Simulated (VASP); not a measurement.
# MgO in VASP: notebook, part 2 of 2

VASP 6.6.1. The steps go on from the part before.

### Step 5. Single point, LDA

Input file INCAR:

```
SYSTEM = MgO
  PREC = Accurate
  ENCUT = 520
  EDIFF = 1E-6
  ISMEAR = 0
  SIGMA = 0.05
  LREAL = .False.
  LASPH = .True.
  NELM = 100
  ALGO = Normal
  ISIF = 2
  LWAVE = .False.
  LCHARG = .False.
  GGA = CA
  NBANDS = 36
```

Input file KPOINTS:

```
regular mesh
0
Gamma
  4 4 4
  0 0 0
```

Input file POSCAR:

```
MgO
1.0
    5.5230736673      0.0000000000      0.0000000000
    0.0000000000      5.5230736673      0.0000000000
    0.0000000000      0.0000000000      5.5230736673
Mg O
6 6
Direct
    0.2500000000      0.0000000000      0.5000000000
    0.0000000000      0.5000000000      0.2500000000
    0.5000000000      0.7500000000      0.0000000000
    0.7500000000      0.0000000000      0.5000000000
    0.0000000000      0.5000000000      0.7500000000
    0.5000000000      0.2500000000      0.0000000000
    0.2500000000      0.5000000000      0.0000000000
    0.5000000000      0.0000000000      0.2500000000
    0.0000000000      0.7500000000      0.5000000000
    0.7500000000      0.5000000000      0.0000000000
    0.5000000000      0.0000000000      0.7500000000
    0.0000000000      0.2500000000      0.5000000000
```

Started as:

```console
$ cat potpaw_LDA.64/Mg/POTCAR potpaw_LDA.64/O/POTCAR > POTCAR
$ mpirun -np 1 vasp_std > vasp.out
```

Run time: 93 s. Hardware: 1 thread of Intel Xeon 8259CL, shared host; peak memory 0.23 GiB.

It converged, with:

* Free energy: -77.4263 eV
* Pressure: -0.8 GPa
* Band gap on the k mesh: 2.86 eV

Levels at points of the mesh, in eV from the valence-band top:
| k point | band 20 | band 21 | band 22 | band 23 | band 24 | band 25 | band 26 | band 27 | band 28 | band 29 |
| --- | --- | --- | --- | --- | --- | --- | --- | --- | --- | --- |
| (0.00, 0.00, 0.00) | -0.67 | -0.67 | 0.00 | 0.00 | 0.00 | 2.86 | 5.83 | 8.03 | 8.03 | 8.03 |
| (0.50, 0.00, 0.00) | -0.82 | -0.64 | -0.64 | 0.00 | 0.00 | 4.79 | 4.79 | 7.61 | 7.61 | 7.93 |
| (0.50, 0.50, 0.00) | -0.84 | -0.63 | -0.63 | -0.49 | 0.00 | 5.76 | 5.76 | 5.78 | 6.84 | 8.34 |
| (0.50, 0.50, 0.50) | -1.08 | -0.87 | -0.87 | -0.87 | -0.87 | 6.30 | 6.30 | 7.52 | 7.52 | 7.52 |

### Step 6. Single point, LDA (atoms displaced along a vibrational mode)

Input file INCAR:

```
SYSTEM = MgO
PREC = Accurate
ENCUT = 520
EDIFF = 1E-6
ISMEAR = 0
SIGMA = 0.05
LREAL = .False.
LASPH = .True.
NELM = 80
ALGO = Normal
ISIF = 2
LWAVE = .False.
LCHARG = .False.
NBANDS = 36
```

KPOINTS is that of step 5.

Input file POSCAR:

```
MgO
1.0
    5.5230736673      0.0000000000      0.0000000000
    0.0000000000      5.5230736673      0.0000000000
    0.0000000000      0.0000000000      5.5230736673
Mg O
6 6
Direct
    0.2500000000      0.0001901377      0.5000000000
    0.0000000000      0.4998098623      0.2500000000
    0.5000000000      0.7500000000      0.0000000000
    0.7500000000      0.0001901377      0.5000000000
    0.0000000000      0.4998098623      0.7500000000
    0.5000000000      0.2500000000      0.0000000000
    0.2500000000      0.5217291088      0.0000000000
    0.5000000000     -0.0217291088      0.2500000000
    0.0000000000      0.7500000000      0.5000000000
    0.7500000000      0.5217291088      0.0000000000
    0.5000000000     -0.0217291088      0.7500000000
    0.0000000000      0.2500000000      0.5000000000
```

Potentials or basis: VASP PAW LDA potentials, release 64 (Mg, O).

Started as:

```console
$ cat potpaw_LDA.64/Mg/POTCAR potpaw_LDA.64/O/POTCAR > POTCAR
$ mpirun -np 1 vasp_std > vasp.out
```

OUTCAR:

```text
SYSTEM = MgO
   PREC = Accurate
   ENCUT = 520
   EDIFF = 1E-6
   ISMEAR = 0
   LREAL = .False.
   LASPH = .True.
   NELM = 80
   ISIF = 2

 ion  position               nearest neighbor table
   1  0.250  0.000  0.500-  12 1.95   9 1.95  11 1.96   8 1.96   4 2.76   4 2.76   5 3.38   2 3.38
                             6 3.38   6 3.38   3 3.38   3 3.38   5 3.38   2 3.38
   2  0.000  0.500  0.250-  12 1.95   9 1.95  10 1.96   7 1.96   5 2.76   5 2.76   1 3.38   4 3.38
                             6 3.38   6 3.38   3 3.38   3 3.38   1 3.38   4 3.38
   3  0.500  0.750  0.000-   7 1.87   8 1.87  10 1.87  11 1.87   6 2.76   6 2.76   4 3.38   5 3.38
                             1 3.38   1 3.38   4 3.38   2 3.38   2 3.38   5 3.38
   4  0.750  0.000  0.500-  12 1.95   9 1.95  11 1.96   8 1.96   1 2.76   1 2.76   5 3.38   2 3.38
                             6 3.38   6 3.38   3 3.38   3 3.38   5 3.38   2 3.38
   5  0.000  0.500  0.750-  12 1.95   9 1.95  10 1.96   7 1.96   2 2.76   2 2.76   4 3.38   1 3.38
                             6 3.38   6 3.38   3 3.38   3 3.38   1 3.38   4 3.38
   6  0.500  0.250  0.000-   7 2.04   8 2.04  10 2.04  11 2.04   3 2.76   3 2.76   1 3.38   4 3.38
                             5 3.38   1 3.38   4 3.38   2 3.38   2 3.38   5 3.38
   7  0.250  0.522  0.000-   3 1.87   2 1.96   5 1.96   6 2.04
[... 917 lines left out ...]
  Direction    XX          YY          ZZ          XY          YZ          ZX
  --------------------------------------------------------------------------------------
  -------------------------------------------------------------------------------------
  Total       -0.1362541     -0.4784402     -0.1362541      0.0000000      0.0000000      0.0000000
  in kB       -1.2957396     -4.5498358     -1.2957396      0.0000000      0.0000000      0.0000000
  external PRESSURE =      -2.3804383 kB  Pullay stress =       0.0000000 kB

 VOLUME and BASIS-vectors are now :
 -----------------------------------------------------------------------------
  energy-cutoff  :      520.00
  volume of cell :      168.48
      direct lattice vectors                 reciprocal lattice vectors
     5.523073667  0.000000000  0.000000000     0.181058603  0.000000000  0.000000000
     0.000000000  5.523073667  0.000000000     0.000000000  0.181058603  0.000000000
     0.000000000  0.000000000  5.523073667     0.000000000  0.000000000  0.181058603

 POSITION                                       TOTAL-FORCE (eV/Angst)
 -----------------------------------------------------------------------------------
      1.38077      0.00105      2.76154         0.025038     -0.510098      0.000000
      0.00000      2.76049      1.38077        -0.000000      0.510098     -0.025038
      2.76154      4.14231      0.00000        -0.000000     -0.000000      0.000000
      4.14231      0.00105      2.76154        -0.025038     -0.510098      0.000000
      0.00000      2.76049      4.14231        -0.000000      0.510098      0.025038
      2.76154      1.38077      0.00000        -0.000000     -0.000000      0.000000
      1.38077      2.88155      0.00000        -0.308188     -1.656869      0.000000
      2.76154      5.40306      1.38077         0.000000      1.656869      0.308188
      0.00000      4.14231      2.76154        -0.000000     -0.000000      0.000000
      4.14231      2.88155      0.00000         0.308188     -1.656869      0.000000
      2.76154      5.40306      4.14231         0.000000      1.656869     -0.308188
      0.00000      1.38077      2.76154        -0.000000     -0.000000      0.000000
 -----------------------------------------------------------------------------------
    total drift:                                0.000000     -0.000000      0.000000

  FREE ENERGIE OF THE ION-ELECTRON SYSTEM (eV)
  ---------------------------------------------------
  free  energy   TOTEN  =       -77.0290453589 eV

  energy  without entropy=      -77.0290453589  energy(sigma->0) =      -77.02904536
```

Wall time 3 min (1 thread of Intel Xeon 8259CL, shared host); peak memory 0.25 GiB.

What came out:

* Free energy: -77.0290 eV
* Pressure: -0.2 GPa
* Largest force: 1.685 eV/Å
* Band gap on the k mesh: 2.77 eV

Forces on the atoms (eV/Å):
```
Mg   0.025 -0.510  0.000
Mg   0.000  0.510 -0.025
Mg   0.000  0.000  0.000
Mg  -0.025 -0.510  0.000
Mg   0.000  0.510  0.025
Mg   0.000  0.000  0.000
O   -0.308 -1.657  0.000
O    0.000  1.657  0.308
O    0.000  0.000  0.000
O    0.308 -1.657  0.000
O    0.000  1.657 -0.308
O    0.000  0.000  0.000
```

Stress tensor (GPa, compression positive):
```
-0.13  0.00  0.00
 0.00 -0.45  0.00
 0.00  0.00 -0.13
```

Caveat: the cell differs from its parent crystal (atoms displaced along a vibrational mode); forces of over 1 eV/Å act on the atoms, so gaps and moduli don't describe the material at rest.

### Step 7. Overview

```tsv
cell	gap on the mesh (eV)	pressure (GPa)	largest force (eV/Å)
as given, atomic positions A	2.79	-0.6	1.07
as given, atomic positions B	2.83	-0.5	0.74
as given, atomic positions C	2.81	-0.6	0.91
as given, atomic positions D	2.86	-0.8	-
as given, atomic positions E	2.77	-0.2	1.69
```

Alike in all rows: task single point; level LDA; potentials or basis VASP PAW LDA potentials, release 64 (Mg, O); no spin polarisation; k mesh 4 × 4 × 4; cutoff (eV) 520; smearing gaussian 0.05 eV.

Caveats: forces of over 1 eV/Å act on the atoms, so gaps and moduli don't describe the material at rest (at least some runs).

Absolute energies hang on the potentials; compare differences alone.
